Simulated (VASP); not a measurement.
Input of a VASP 6.6.1 run:

INCAR

```
SYSTEM = LiSc8
  PREC = Accurate
  ENCUT = 520
  EDIFF = 1E-7
  ISMEAR = 0
  SIGMA = 0.1
  LREAL = .False.
  LASPH = .True.
  NELM = 60
  ALGO = Normal
  ISIF = 2
  LWAVE = .False.
  LCHARG = .True.
  LDIPOL = .True.
  IDIPOL = 3
  DIPOL = 0.5 0.5 0.328
  GGA = PE
  LELF = .True.
  LVHAR = .True.
  LVACPOTAV = .True.
  NBANDS = 56
```

KPOINTS

```
Automatic mesh
0
Gamma
  4 5 1
  0 0 0
```

Contents of POSCAR:

```
LiSc8
1.0
    6.6389479791      0.0000000000      0.0000000000
    0.0000000000      5.1626219083      0.0000000000
    0.0000000000      0.0000000000     19.1132872497
Sc Li
8 1
Direct
    0.0000000000      0.7500000000      0.2092784955
    0.5000000000      0.7500000000      0.2092784955
    0.2500000000      0.2500000000      0.2594137541
    0.7500000000      0.2500000000      0.2594137541
    0.2500000000      0.7500000000      0.3452852846
    0.7500000000      0.7500000000      0.3452852846
    0.0000000000      0.2500000000      0.3983243254
    0.5000000000      0.2500000000      0.3983243254
    0.0000000000      0.5000000000      0.5306202502
```

Potentials or basis: VASP PAW PBE potentials, release 64 (Sc_sv, Li_sv).

Command:

```sh
$ cat potpaw_PBE.64/Sc_sv/POTCAR potpaw_PBE.64/Li_sv/POTCAR > POTCAR
$ mpirun -np 1 vasp_std > vasp.out
```

Problem. What does it give for the largest force?

Solution. 0.784 eV/Å.

Problem. Estimate the band gap on the k mesh.

Solution. Zero (an odd number of electrons rules out a gap without spin polarisation).

Forces in eV/Å, atoms in the order of the input:
```
Sc   0.000 -0.018 -0.188
Sc   0.000 -0.006 -0.190
Sc   0.010  0.020  0.206
Sc  -0.010  0.020  0.206
Sc  -0.040 -0.102  0.181
Sc   0.040 -0.102  0.181
Sc   0.000 -0.422 -0.661
Sc   0.000  0.045  0.246
Li   0.000  0.564  0.018
```
